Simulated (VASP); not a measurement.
**Cu3N: single point with PBE**

The system is Cu3N.

```
CELL_PARAMETERS angstrom
3.78937 0.00000 0.00000
0.00000 3.78937 0.00000
0.00000 0.00000 3.78937
ATOMIC_POSITIONS crystal
Cu 0.50000 0.00000 0.00000
Cu 0.00000 0.50000 0.00000
Cu 0.00000 0.00000 0.50000
N 0.00000 0.00000 0.00000
```

```json
{"Program": "VASP 6.6.1", "Task": "single point", "Functional": "PBE", "Potentials or basis": "VASP PAW PBE potentials, release 64 (Cu, N)", "Cutoff": "600 eV", "k mesh": "4 × 4 × 4, shifted", "Occupations": "fermi-dirac, width 0.02 eV", "Spin": "no spin polarisation"}
```

The pressure is 4.2 GPa. The band gap on the k mesh is 2.00 eV (least direct gap 2.25 eV).

Levels at points of the mesh, in eV from the valence-band top:
```
           k point  band 15  band 16  band 17  band 18  band 19  band 20  band 21  band 22  band 23  band 24
(0.12, 0.12, 0.12)    -1.90    -1.58    -1.39    -1.11    -1.11     2.06     5.16     5.16     6.22     8.78
```

Wall time 8.8 s on 1 thread of Intel Xeon 8259CL (shared host), peak memory 0.16 GiB.

Caveat: the cell stands under pressure; a shifted mesh leaves out Γ, where band edges can lie. A k mesh can miss the band edges.
